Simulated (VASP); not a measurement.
# Se (P3_121) in VASP: further runs

The runs below take Se through single point, relaxation of cell and atoms, with RPBE.

Program: VASP 6.6.1. These are calculated values, not measurements. Logs are shortened: lines on timing, memory, paths and dates and some standing lists are left out, and cuts for length are marked.

## (1) The cell of the first run

It takes space group P3_121 (No. 152, trigonal). Conventional cell: a = 6.128 Å, b = 6.128 Å, c = 5.000 Å, α = 90.00°, β = 90.00°, γ = 120.00°. Within 3.1 Å of Se (site symmetry 2) lie 2 Se at 2.38 Å.

## (2) Single point, RPBE

INCAR reads:

```
ALGO     = Normal         # electronic algorithm
EDIFF    = 1E-6           # SCF threshold, eV
ENCUT    = 520            # plane-wave cutoff, eV
GGA      = RP             # functional
ISIF     = 2              # what is computed and relaxed
ISMEAR   = -1             # smearing method
LASPH    = T              # aspherical terms in the spheres
LCHARG   = F              # write CHGCAR
LREAL    = F              # projectors in reciprocal space
LWAVE    = F              # write WAVECAR
NBANDS   = 16             # bands
NELM     = 100            # most SCF steps
PREC     = Accurate       # precision mode
SIGMA    = 0.05           # smearing width, eV
```

KPOINTS reads:

```
k-points
0
Gamma
  5 5 4
```

POSCAR reads:

```
Se
1.0
    6.1280365482      0.0000000000      0.0000000000
   -3.0640182741      5.3070353260      0.0000000000
    0.0000000000      0.0000000000      4.9997672900
Se
3
Direct
    0.1596740353      0.0000000000      0.3333333333
    1.0000000000      0.1596740353      0.6666666667
    0.8403259647      0.8403259647      0.0000000000
```

Potentials or basis: VASP PAW PBE potentials, release 64 (Se).

Command:

```console
$ cat potpaw_PBE.64/Se/POTCAR > POTCAR
$ mpirun -np 1 vasp_std > vasp.out
```

OUTCAR:

```text
EDIFF = 1E-6
   ENCUT = 520
   GGA = RP
   ISIF = 2
   ISMEAR = -1
   LASPH = T
   LREAL = F
   NELM = 100
   PREC = Accurate

 ion  position               nearest neighbor table
   1  0.160  0.000  0.333-   3 2.38   2 2.38
   2  0.000  0.160  0.667-   3 2.38   1 2.38
   3  0.840  0.840  0.000-   2 2.38   1 2.38

  LATTYP: Found a hexagonal cell.
 ALAT       =     6.1280365482
 C/A-ratio  =     0.8158840520

  Lattice vectors:

 A1 = (   6.1280365482,   0.0000000000,   0.0000000000)
 A2 = (  -3.0640182741,   5.3070353260,   0.0000000000)
 A3 = (   0.0000000000,   0.0000000000,   4.9997672900)

Analysis of symmetry for initial positions (statically):
=====================================================================
 Subroutine PRICEL returns:
 Original cell was already a primitive cell.

 Routine SETGRP: Setting up the symmetry group for a
 hexagonal supercell.

 Subroutine GETGRP returns: Found  6 space group operations
 (whereof  2 operations were pure point group operations)
 out of a pool of 24 trial point group operations.

The static configuration has the point symmetry C_2 .
 The point group associated with its full space group is D_3 .

Analysis of symmetry for dynamics (positions and initial velocities):
=====================================================================
 Subroutine PRICEL returns:
 Original cell was already a primitive cell.

 Routine SETGRP: Setting up the symmetry group for a
 hexagonal supercell.

 Subroutine GETGRP returns: Found  6 space group operations
 (whereof  2 operations were pure point group operations)
 out of a pool of 24 trial point group operations.

The dynamic configuration has the point symmetry C_2 .
 The point group associated with its full space group is D_3 .

 Subroutine INISYM returns: Found  6 space group operations
 (whereof  2 operations are pure point group operations),
 and found     1 'primitive' translations

----------------------------------------------------------------------------------------

                                     Primitive cell

  volume of cell :     162.6010

  direct lattice vectors                    reciprocal lattice vectors
     6.128036548  0.000000000  0.000000000     0.163184405  0.094214560  0.000000000
    -3.064018274  5.307035326  0.000000000     0.000000000  0.188429121  0.000000000
     0.000000000  0.000000000  4.999767290     0.000000000  0.000000000  0.200009309

  length of vectors
     6.128036548  6.128036548  4.999767290     0.188429121  0.188429121  0.200009309

  position of ions in fractional coordinates (direct lattice)
     0.159674035  0.000000000  0.333333333
     0.000000000  0.159674035  0.666666667
     0.840325965  0.840325965  0.000000000

  ion indices of the primitive-cell ions
   primitive index   ion index
                 1           1
                 2           2
                 3           3

----------------------------------------------------------------------------------------

 KPOINTS: k-points

Automatic generation of k-mesh.
 Grid dimensions read from file:
 generate k-points for:    5    5    4

 Generating k-lattice:

  Cartesian coordinates                     Fractional coordinates (reciprocal lattice)
     0.032636881  0.018842912  0.000000000     0.200000000  0.000000000  0.000000000
     0.000000000  0.037685824  0.000000000     0.000000000  0.200000000  0.000000000
     0.000000000  0.000000000  0.050002327     0.000000000  0.000000000  0.250000000

  Length of vectors
     0.037685824  0.037685824  0.050002327

  Shift w.r.t. Gamma in fractional coordinates (k-lattice)
     0.000000000  0.000000000  0.000000000

 Subroutine IBZKPT returns following result:
 ===========================================

 Found     17 irreducible k-points:

 Following reciprocal coordinates:
            Coordinates               Weight
  0.000000  0.000000  0.000000      1.000000
  0.200000  0.000000  0.000000      6.000000
  0.400000 -0.000000  0.000000      6.000000
  0.200000  0.200000  0.000000      6.000000
  0.400000  0.200000  0.000000      6.000000
  0.000000  0.000000  0.250000      2.000000
[... 9 lines left out ...]
  0.200000  0.200000  0.500000      6.000000
  0.400000  0.200000  0.500000      6.000000
   k-points           NKPTS =     17   k-points in BZ     NKDIM =     17   number of bands    NBANDS=     16
   number of dos      NEDOS =    301   number of ions     NIONS =      3
   total plane-waves  NPLWV =  92160
   dimension x,y,z NGX =    48 NGY =   48 NGZ =   40
   dimension x,y,z NGXF=    96 NGYF=   96 NGZF=   80
   ions per type =               3
   NGX,Y,Z   is equivalent  to a cutoff of  13.02, 13.02, 13.30 a.u.
   NGXF,Y,Z  is equivalent  to a cutoff of  26.04, 26.04, 26.60 a.u.
 SYSTEM =  unknown system
   PREC   = accura    normal or accurate (medium, high low for compatibility)
   ISTART =      0    job   : 0-new  1-cont  2-samecut
   ICHARG =      2    charge: 1-file 2-atom 10-const
   ISPIN  =      1    spin polarized calculation?
   LNONCOLLINEAR =      F non collinear calculations
   LSORBIT =      F    spin-orbit coupling
   LASPH  =      T    aspherical Exc in radial PAW
   ENCUT  =  520.0 eV  38.22 Ry    6.18 a.u.  11.39 11.39  9.30*2*pi/ulx,y,z
   NELM   =    100;   NELMIN=  2; NELMDL= -5     # of ELM steps
   EDIFF  = 0.1E-05   stopping-criterion for ELM
   LREAL  =      F    real-space projection
   EDIFFG = 0.1E-04   stopping-criterion for IOM
   NSW    =      0    number of steps for IOM
   IBRION =     -1    ionic relax: 0-MD 1-quasi-New 2-CG
   NFREE  =      0    steps in history (QN), initial steepest desc. (CG)
   ISIF   =      2    stress and relaxation
   ISYM   =      2    0-nonsym 1-usesym 2-fastsym
   POTIM  = 0.5000    time-step for ionic-motion
   TEBEG  =    0.0;   TEEND  =   0.0 temperature during run
   PSTRESS=    0.0 pullay stress
   NELECT =      18.0000    total number of electrons
   NUPDOWN=      -1.0000    fix difference up-down
   EMIN   =  10.00;   EMAX   =-10.00  energy-range for DOS
   EFERMI =   0.00;   METHOD = LEGACY
   ISMEAR =    -1;   SIGMA  =   0.05  broadening in eV -4-tet -1-fermi 0-gaus
   EFERMI_NEDOS =   21; number of points for ismear=-14 and -15
   IALGO  =     38    algorithm
   IMIX   =      4    mixing-type and parameters
     AMIX     =   0.40;   BMIX     =  1.00
     AMIX_MAG =   1.60;   BMIX_MAG =  1.00
  volume/ion in A,a.u.               =      54.20       365.76
  Fermi-wavevector in a.u.,A,eV,Ry     =   0.786064  1.485446  8.406996  0.617897
  Thomas-Fermi vector in A             =   1.890527
   LORBIT       =      0    0 simple, 1 ext, 2 COOP (PROOUT), +10 PAW based schemes
   GGA     = RP    functional components
   LHFCALC =     F    Hartree Fock is set to
   AEXX    =    0.0000 exact exchange contribution
   IVDW    =     0    specifies the selected vdW correction
   LEPSILON=     F    determine dielectric tensor
   LRPA    =     F    only Hartree local field effects (RPA)
 non-spin polarized calculation
  energy-cutoff  :      520.00
  volume of cell :      162.60
 maximum number of plane-waves:      4400
 NGX is ok and might be reduce to    48
   NGX = 23   NGY = 23   NGZ = 19

 number of electron      18.0000000 magnetization

 Free energy of the ion-electron system (eV)
  ---------------------------------------------------
  ext. energy  EPLUGINS =         0.00000000
  ---------------------------------------------------
  free energy    TOTEN  =        -9.83400678 eV

  energy without entropy =       -9.83400677  energy(sigma->0) =       -9.83400677

 E-fermi :  -0.8676     XC(G=0):  -5.5927

 val. band max:       -1.8362186206   @ k =   0.4000   0.2000   0.2500
 cond. band min:       0.0553426163   @ k =   0.4000   0.2000   0.5000
 fundamental gap:      1.8915612369
 Fermi energy:        -0.8675770497

 k-point     1 :       0.0000    0.0000    0.0000
  band No.  band energies     occupation
      1     -16.4238      2.00000
      2     -12.8418      2.00000
      3     -12.8418      2.00000
      4      -5.4701      2.00000
      5      -5.4701      2.00000
      6      -4.1518      2.00000
[... 8 lines left out ...]
     15       5.6960      0.00000
     16       6.4819      0.00000

 k-point     2 :       0.2000    0.0000    0.0000
  band No.  band energies     occupation
      1     -16.4200      2.00000
      2     -12.8495      2.00000
      3     -12.8432      2.00000
      4      -5.4956      2.00000
      5      -5.4839      2.00000
      6      -4.0943      2.00000
[... 8 lines left out ...]
     15       5.8257      0.00000
     16       6.5124      0.00000

 k-point     3 :       0.4000   -0.0000    0.0000
  band No.  band energies     occupation
      1     -16.4139      2.00000
      2     -12.8619      2.00000
      3     -12.8454      2.00000
      4      -5.5337      2.00000
      5      -5.5051      2.00000
      6      -3.9836      2.00000
[... 8 lines left out ...]
     15       5.7292      0.00000
     16       6.0478      0.00000

 k-point     4 :       0.2000    0.2000    0.0000
  band No.  band energies     occupation
      1     -16.4150      2.00000
      2     -12.8574      2.00000
      3     -12.8472      2.00000
      4      -5.5227      2.00000
      5      -5.5055      2.00000
      6      -4.0044      2.00000
[... 8 lines left out ...]
     15       5.7079      0.00000
     16       6.2729      0.00000
[... 191 lines left out ...]
 k-point    15 :       0.4000   -0.0000    0.5000
  band No.  band energies     occupation
      1     -15.3646      2.00000
      2     -15.3615      2.00000
      3     -11.1935      2.00000
      4      -6.3745      2.00000
      5      -5.1291      2.00000
      6      -5.1134      2.00000
[... 8 lines left out ...]
     15       5.4209      0.00000
     16       5.8110      0.00000

 k-point    16 :       0.2000    0.2000    0.5000
  band No.  band energies     occupation
      1     -15.3647      2.00000
      2     -15.3628      2.00000
      3     -11.1894      2.00000
      4      -6.3694      2.00000
      5      -5.1182      2.00000
      6      -5.1093      2.00000
[... 8 lines left out ...]
     15       5.4808      0.00000
     16       5.8732      0.00000

 k-point    17 :       0.4000    0.2000    0.5000
  band No.  band energies     occupation
      1     -15.3627      2.00000
      2     -15.3608      2.00000
      3     -11.1999      2.00000
      4      -6.3818      2.00000
      5      -5.1412      2.00000
      6      -5.1317      2.00000
[... 8 lines left out ...]
     15       5.5902      0.00000
     16       5.8492      0.00000

------------------------ aborting loop because EDIFF is reached ----------------------------------------

  FORCE on cell =-STRESS in cart. coord.  units (eV):
  Direction    XX          YY          ZZ          XY          YZ          ZX
  --------------------------------------------------------------------------------------
  -------------------------------------------------------------------------------------
  Total        0.0360315      0.0360315      0.0489331      0.0000000      0.0000000      0.0000000
  in kB        0.3550343      0.3550343      0.4821588      0.0000000      0.0000000      0.0000000
  external PRESSURE =       0.3974091 kB  Pullay stress =       0.0000000 kB

 VOLUME and BASIS-vectors are now :
 -----------------------------------------------------------------------------
  energy-cutoff  :      520.00
  volume of cell :      162.60
      direct lattice vectors                 reciprocal lattice vectors
     6.128036548  0.000000000  0.000000000     0.163184405  0.094214560  0.000000000
    -3.064018274  5.307035326  0.000000000     0.000000000  0.188429121  0.000000000
     0.000000000  0.000000000  4.999767290     0.000000000  0.000000000  0.200009309

 POSITION                                       TOTAL-FORCE (eV/Angst)
 -----------------------------------------------------------------------------------
      0.97849      0.00000      1.66659         0.025742     -0.000000     -0.000000
     -0.48924      0.84740      3.33318        -0.012871      0.022293      0.000000
      2.57477      4.45964      0.00000        -0.012871     -0.022293      0.000000
 -----------------------------------------------------------------------------------
    total drift:                                0.000001      0.000002      0.000000

  FREE ENERGIE OF THE ION-ELECTRON SYSTEM (eV)
  ---------------------------------------------------
  free  energy   TOTEN  =        -9.8340067775 eV

  energy  without entropy=       -9.8340067720  energy(sigma->0) =       -9.83400677
```

Run time: 30 s. Hardware: 1 thread of Intel Xeon Platinum 8259CL at 2.50GHz (Skylake/Cascade Lake), shared host; peak memory 0.29 GiB.

What came out:

```
Free energy            : -9.8340 eV
Pressure               : 0.0 GPa
Largest force          : 0.026 eV/Å
Band gap on the k mesh : 1.89 eV (least direct gap 1.97 eV)
```

Forces on the atoms (eV/Å):
```
Se   0.026  0.000  0.000
Se  -0.013  0.022  0.000
Se  -0.013 -0.022  0.000
```

Levels at points of the mesh, in eV from the valence-band top:
| k point | band 6 | band 7 | band 8 | band 9 | band 10 | band 11 | band 12 | band 13 |
| --- | --- | --- | --- | --- | --- | --- | --- | --- |
| (0.00, 0.00, 0.00) | -2.32 | -1.59 | -1.59 | -0.06 | 2.94 | 2.94 | 3.48 | 4.85 |
| (0.00, 0.00, 0.50) | -3.21 | -0.31 | -0.31 | -0.21 | 1.98 | 2.59 | 2.59 | 7.33 |

Caveat: the PAW data sets were made with another functional, which shifts forces and pressure a little; this functional lacks dispersion, which binds layers or chains, so the pressure and a relaxed spacing across them are unreliable. A k mesh can miss the band edges.

## (3) Relaxation of cell and atoms, RPBE

This run uses another cell than the first one, of 27.26 Å³/atom.

INCAR reads:

```
SYSTEM = Se
ALGO = Normal ; EDIFF = 1E-6
EDIFFG = -0.01 ; ENCUT = 600
GGA = RP ; IBRION = 2
ISIF = 3 ; ISMEAR = -1
LASPH = .TRUE. ; LCHARG = .FALSE.
LREAL = .FALSE. ; LWAVE = .FALSE.
NELM = 80 ; NSW = 80
PREC = Accurate ; SIGMA = 0.05
```

KPOINTS reads:

```
k-points
0
G
  5 5 4
  0 0 0
```

POSCAR reads:

```
Se
1.0
    4.3661999489      0.0000000000      0.0000000000
   -2.1830999745      3.7812400738      0.0000000000
    0.0000000000      0.0000000000      4.9536000000
Se
3
Direct
    0.2254000000      0.0000000000      0.3333333333
    0.0000000000      0.2254000000      0.6666666667
    0.7746000000      0.7746000000      0.0000000000
```

Potentials or basis: VASP PAW PBE potentials, release 64 (Se).

Command:

```console
$ cat potpaw_PBE.64/Se/POTCAR > POTCAR
$ mpirun -np 1 vasp_std > vasp.out
```

It took 3.9 min on 1 thread of Intel Xeon Platinum 8259CL at 2.50GHz (Skylake/Cascade Lake), shared host; peak memory 0.22 GiB.

The run converged. Its results:

```
Free energy                           : -9.8283 eV
Relaxed volume                        : 52.82 Å³/atom
Relaxed cell                          : a = 6.051 Å, b = 6.051 Å, c = 4.998 Å, α = 90.00°, β = 90.00°, γ = 120.00°
Space group after relaxing (to 0.1 Å) : P3_121 (No. 152)
Energy gained by relaxing             : 114.5 meV/atom
Ionic steps                           : 21
Pressure after relaxing               : 0.0 GPa
Largest force after relaxing          : 0.006 eV/Å
Band gap on the k mesh                : 1.89 eV (least direct gap 1.97 eV)
```

Forces on the atoms (eV/Å):
```
Se  -0.006  0.000  0.000
Se   0.003 -0.005  0.000
Se   0.003  0.005  0.000
```

Step by step:
| step | energy change (eV) | largest force (eV/Å) | pressure (GPa) | volume (Å³) |
| --- | --- | --- | --- | --- |
| 1 | 0.0000 | 0.4188 | 4.62 | 81.78 |
| 2 | -0.0352 | 0.8391 | -2.12 | 91.45 |
| 3 | -0.0798 | 0.3583 | 0.39 | 87.05 |
| 4 | -0.0987 | 0.3136 | 0.35 | 88.53 |
| 5 | -0.1436 | 0.1323 | 0.42 | 93.06 |
| 6 | -0.1669 | 0.4455 | 1.12 | 102.57 |
| 7 | -0.1704 | 0.2926 | 0.93 | 100.24 |
| 8 | -0.1834 | 0.2228 | 0.62 | 102.33 |
| 9 | -0.2121 | 0.0319 | -0.14 | 108.76 |
| 10 | -0.2364 | 0.2738 | -1.15 | 122.28 |
| 11 | -0.2516 | 0.2474 | -1.04 | 124.37 |
| 12 | -0.2908 | 0.1392 | -0.64 | 130.67 |
| 13 | -0.3322 | 0.2018 | 0.29 | 143.38 |
| 14 | -0.3325 | 0.3420 | 0.63 | 147.69 |
| 15 | -0.3419 | 0.1319 | 0.29 | 155.26 |
| 16 | -0.3423 | 0.0507 | 0.02 | 162.42 |
| 17 | -0.3430 | 0.0304 | 0.13 | 159.29 |
| 18 | -0.3435 | 0.0034 | 0.05 | 158.80 |
| 19 | -0.3436 | 0.0219 | -0.03 | 158.33 |
| 20 | -0.3436 | 0.0135 | 0.00 | 158.49 |
| 21 | -0.3436 | 0.0063 | 0.01 | 158.47 |

Final structure:
```cif
data_structure
_symmetry_space_group_name_H-M 'P 1'
_symmetry_Int_Tables_number 1
_cell_length_a 6.0510
_cell_length_b 6.0510
_cell_length_c 4.9977
_cell_angle_alpha 90.000
_cell_angle_beta 90.000
_cell_angle_gamma 120.000
_cell_volume 158.47
loop_
_atom_site_label
_atom_site_type_symbol
_atom_site_fract_x
_atom_site_fract_y
_atom_site_fract_z
_atom_site_occupancy
Se1 Se 0.16202 0.00000 0.33333 1
Se2 Se 0.00000 0.16202 0.66667 1
Se3 Se 0.83798 0.83798 0.00000 1
```

Levels at points of the mesh, in eV from the valence-band top:
| k point | band 5 | band 6 | band 7 | band 8 | band 9 | band 10 | band 11 | band 12 | band 13 |
| --- | --- | --- | --- | --- | --- | --- | --- | --- | --- |
| (0.00, 0.00, 0.00) | -3.62 | -2.33 | -1.58 | -1.58 | -0.06 | 2.93 | 2.93 | 3.45 | 4.91 |
| (0.00, 0.00, 0.50) | -3.21 | -3.21 | -0.33 | -0.33 | -0.20 | 1.99 | 2.56 | 2.56 | 7.36 |

Caveat: the volume moved by over 15 % at a fixed basis, so the end points are rough; the PAW data sets were made with another functional, which shifts forces and pressure a little; this functional lacks dispersion, which binds layers or chains, so the pressure and a relaxed spacing across them are unreliable. Expect the measured gap to be larger: semilocal functionals such as RPBE lack the derivative discontinuity.

## (4) Single point, RPBE (47.70 Å³/atom)

This run uses another cell than the first one, of 47.70 Å³/atom.

INCAR reads:

```
SYSTEM = Se
ALGO = Normal
EDIFF = 1E-7
ENCUT = 520
GGA = RP
ISIF = 2
ISMEAR = -1
LASPH = .True.
LCHARG = .True.
LELF = .True.
LREAL = .False.
LVHAR = .True.
LWAVE = .False.
NBANDS = 16
NELM = 80
PREC = Accurate
SIGMA = 0.05
```

KPOINTS reads:

```
k-points
0
Gamma
  6 6 6
  0 0 0
```

POSCAR reads:

```
Se
1.0
    5.8723992004      0.0000000000      0.0000000000
   -2.9361996002      5.0856468887      0.0000000000
    0.0000000000      0.0000000000      4.7911968548
Se
3
Direct
    0.1596740353      0.0000000000      0.3333333333
    1.0000000000      0.1596740353      0.6666666667
    0.8403259647      0.8403259647      0.0000000000
```

Command:

```console
$ cat potpaw_PBE.64/Se/POTCAR > POTCAR
$ mpirun -np 1 vasp_std > vasp.out
```

It took 54 s on 1 thread of Intel Xeon Platinum 8259CL at 2.50GHz (Skylake/Cascade Lake), shared host; peak memory 0.28 GiB.

Results (log left out):

```
Free energy            : -9.6248 eV
Pressure               : 3.9 GPa
Largest force          : 1.734 eV/Å
Band gap on the k mesh : 2.21 eV (least direct gap 2.31 eV)
```

Forces in eV/Å, atoms in the order of the input:
```
Se   1.734  0.000  0.000
Se  -0.867  1.502  0.000
Se  -0.867 -1.502  0.000
```

Stress tensor (GPa, compression positive):
```
2.86 0.00 0.00
0.00 2.86 0.00
0.00 0.00 5.93
```

Levels at points of the mesh, in eV from the valence-band top:
```csv
k point,band 7,band 8,band 9,band 10,band 11,band 12
"(0.00, 0.00, 0.00)",-1.89,-1.89,-0.11,3.34,3.34,3.82
"(0.50, 0.00, 0.00)",-1.94,-1.91,-0.18,3.23,3.41,4.22
"(0.00, 0.00, 0.50)",-0.43,-0.43,-0.25,2.30,2.75,2.75
"(0.50, 0.00, 0.50)",-0.36,-0.25,-0.05,2.26,3.13,3.56
```

Caveat: the cell stands under pressure; the PAW data sets were made with another functional, which shifts forces and pressure a little; this functional lacks dispersion, which binds layers or chains, so the pressure and a relaxed spacing across them are unreliable. A k mesh can miss the band edges.

(Part 1 of 2 ends here.)
